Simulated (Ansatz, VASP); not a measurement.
**RhC in VASP and in Ansatz**

The input INCAR:

```
PREC = Accurate
ENCUT = 520
EDIFF = 1E-7
ISMEAR = -1
SIGMA = 0.1
LREAL = False
LASPH = True
NELM = 60
ALGO = Normal
ISIF = 2
LWAVE = False
LCHARG = True
GGA = PE
LELF = True
LVHAR = True
NBANDS = 16
```

The input KPOINTS:

```
Automatic mesh
0
Gamma
  14 14 14
```

The input POSCAR:

```
RhC
1.0
    0.0000000000      1.9844344020      1.9844344020
    1.9844344020      0.0000000000      1.9844344020
    1.9844344020      1.9844344020      0.0000000000
Rh C
1 1
Direct
    0.0000000000      0.0000000000      0.0000000000
    0.2500000000      0.2500000000      0.2500000000
```

Input for Ansatz:

```yaml
crystal:
  lattice:
    - [0.0, 1.984434402, 1.984434402]
    - [1.984434402, 0.0, 1.984434402]
    - [1.984434402, 1.984434402, 0.0]
  atoms:
    - { symbol: Rh, position: [0.0, 0.0, 0.0] }
    - { symbol: C, position: [0.25, 0.25, 0.25] }
kpoints:
  mp_grid: { grid: [14, 14, 14] }
scf:
  occupations: { method: fermi_dirac, width: 0.1 }
hamiltonian:
  xc: pbe
  pseudopotentials: { kind: all_electron, lapw: { basis_error: 0.001 } }
output:
  forces: true
  stress: true
  eigenvalues: true
  populations: true
```

Change from the starting cell: volume scaled by 0.65, LAPW.

Alike in both runs: task single point; functional PBE; k mesh 14 × 14 × 14; occupations fermi-dirac, width 0.1 eV; no spin polarisation.

|  | VASP | Ansatz |
| --- | --- | --- |
| version | VASP 6.6.1 | Ansatz 0.2.0 |
| potentials or method | VASP PAW PBE potentials, release 64 (Rh_pv, C), cutoff 520 eV | all-electron LAPW, scalar-relativistic |

Ansatz gave:

| Item | Value |
| --- | --- |
| pressure (GPa) | 261.3 |

**Question.** Which values does VASP return?

**Answer.** Pressure (GPa): 262.2.

Both programs put the cell under a high pressure, so it lies far from rest at this level. Ansatz ran all-electron here, and VASP with PAW potentials.

Noted on VASP's run: the cell as given lies far from equilibrium.
